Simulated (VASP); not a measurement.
Runs of VASP 6.6.1 on SnSe. The structure is that of space group F-43m (No. 216), or close to it. The cells are those of the table. 

```csv
task,cell,k mesh,cutoff (eV),smearing,gap on the mesh (eV),pressure (GPa)
relaxation of cell and atoms,"relaxed from a = 4.414 Å, angles 60.0°, 2 atoms",6 × 6 × 6,600,gaussian 0.1 eV,0.20,0.2
single point,"a = 4.950 Å, angles 60.0°, 2 atoms",10 × 10 × 10,520,gaussian 0.01 eV,0.38,-2.5
single point,"a = 4.414 Å, angles 60.0°, 2 atoms",6 × 6 × 6,520,gaussian 0.1 eV,none,(c)
single point,"a = 4.697 Å, angles 60.0°, 2 atoms",10 × 10 × 10,520,gaussian 0.01 eV,none,2.1
single point,"a = 4.788 Å, angles 60.0°, 2 atoms",6 × 6 × 6,520,gaussian 0.1 eV,0.21,0.1
single point,"a = 4.595 Å, angles 60.0°, 2 atoms",10 × 10 × 10,520,gaussian 0.01 eV,none,(a)
single point,"a = 4.747 Å, angles 60.0°, 2 atoms",10 × 10 × 10,520,gaussian 0.01 eV,0.02,1.0
single point,"a = 4.889 Å, angles 60.0°, 2 atoms",10 × 10 × 10,520,gaussian 0.01 eV,0.28,-1.6
single point,"a = 4.647 Å, angles 60.0°, 2 atoms",10 × 10 × 10,520,gaussian 0.01 eV,none,3.4
single point,"a = 4.843 Å, angles 60.0°, 2 atoms",10 × 10 × 10,520,gaussian 0.01 eV,0.21,(b)
```

Alike in all rows: level PBE; potentials or basis VASP PAW PBE potentials, release 64 (Sn_d, Se); no spin polarisation.

Fill in the values left out.

(a) 4.9; (b) -0.9; (c) 11.6.

Caveats: spin-orbit coupling is left out, which moves the levels of the heavy elements.

A k mesh can miss the band edges, and the runs leave out spin-orbit coupling on Se, Sn.

A gap of «none» marks levels without a gap at the run's occupations.
